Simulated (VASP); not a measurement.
Write the native input for VASP 6.6.1 that does the following.

* Task: single point
* Functional: LDA
* Potentials or basis: VASP PAW LDA potentials, release 64 (W_sv)
* Cutoff: 520 eV
* k mesh: 9 × 6 × 6
* Occupations: fermi-dirac, width 0.05 eV
* Spin: no spin polarisation
* Dipole correction: no
* Further INCAR settings: ALGO = Fast; EDIFF = 1e-07; NBANDS = 36

The structure of W lies in POSCAR:

```
W
1.0
    2.8647674019      0.0000000000      0.0000000000
    0.0000000000      4.9592642186      0.0000000000
    0.0000000000      0.0000000000      5.0202625557
W
4
Direct
    0.7931720000      0.9368430000      0.7500000000
    0.2068280000      0.4368430000      0.7500000000
    0.2068280000      0.0631570000      0.2500000000
    0.7931720000      0.5631570000      0.2500000000
```

One way to write it, as run:

INCAR

```
PREC     = Accurate       # precision mode
ENCUT    = 520            # plane-wave cutoff, eV
EDIFF    = 1E-7           # SCF threshold, eV
ISMEAR   = -1             # smearing method
SIGMA    = 0.05           # smearing width, eV
LREAL    = F              # projectors in reciprocal space
LASPH    = T              # aspherical terms in the spheres
NELM     = 100            # most SCF steps
ALGO     = Fast           # electronic algorithm
ISIF     = 2              # what is computed and relaxed
LWAVE    = F              # write WAVECAR
LCHARG   = F              # write CHGCAR
GGA      = CA             # functional
NBANDS   = 36             # bands
```

KPOINTS

```
regular mesh
0
Gamma
  9 6 6
```

Potentials or basis: VASP PAW LDA potentials, release 64 (W_sv).

Run with:

```bash
$ cat potpaw_LDA.64/W_sv/POTCAR > POTCAR
$ mpirun -np 1 vasp_std > vasp.out
```

Results of the run:

The pressure is -27.0 GPa, the largest force is 0.296 eV/Å and the band gap on the k mesh is zero (bands 28 and 29 overlap by 1.16 eV).

Caveat: the cell stands under tension; spin-orbit coupling is left out, which moves the levels of the heavy elements.

Run time: 96 s on 1 thread of Intel(R) Xeon(R) 6975P-C (Granite Rapids) (shared host), peak memory 0.25 GiB.
